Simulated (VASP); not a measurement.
A run of VASP 6.6.1 is set up as follows.

Contents of INCAR:

```
SYSTEM = Se
PREC = Accurate ; ENCUT = 520
EDIFF = 1E-7 ; ISMEAR = 0
SIGMA = 0.05 ; LREAL = .False.
LASPH = .True. ; NELM = 60
ALGO = Normal ; ISIF = 2
LWAVE = .False. ; LCHARG = .False.
GGA = PE ; IVDW = 12
NBANDS = 16
```

File KPOINTS:

```
Automatic mesh
0
Gamma
  9 9 8
  0 0 0
```

The input POSCAR:

```
Se
1.0
    4.1383419910      0.0000000000      0.0000000000
   -2.0691709955      3.5839092938      0.0000000000
    0.0000000000      0.0000000000      4.9552507000
Se
3
Direct
    0.2166185459      0.0000000000      0.3333333333
    0.0000000000      0.2166185459      0.6666666667
    0.7833814541      0.7833814541      0.0000000000
```

Potentials or basis: VASP PAW PBE potentials, release 64 (Se).

The run is started by

```sh
$ cat potpaw_PBE.64/Se/POTCAR > POTCAR
$ mpirun -np 1 vasp_std > vasp.out
```

Predict the dispersion energy per atom.

-0.355 eV.

Predict the band gap on the k mesh.

0.61 eV, indirect (least direct gap 0.77 eV).

Forces in eV/Å, atoms in the order of the input:
```
Se   2.368  0.000  0.000
Se  -1.184  2.050  0.000
Se  -1.184 -2.050  0.000
```

Caveat: forces of over 1 eV/Å act on the atoms, so gaps and moduli don't describe the material at rest. A k mesh can miss the band edges.
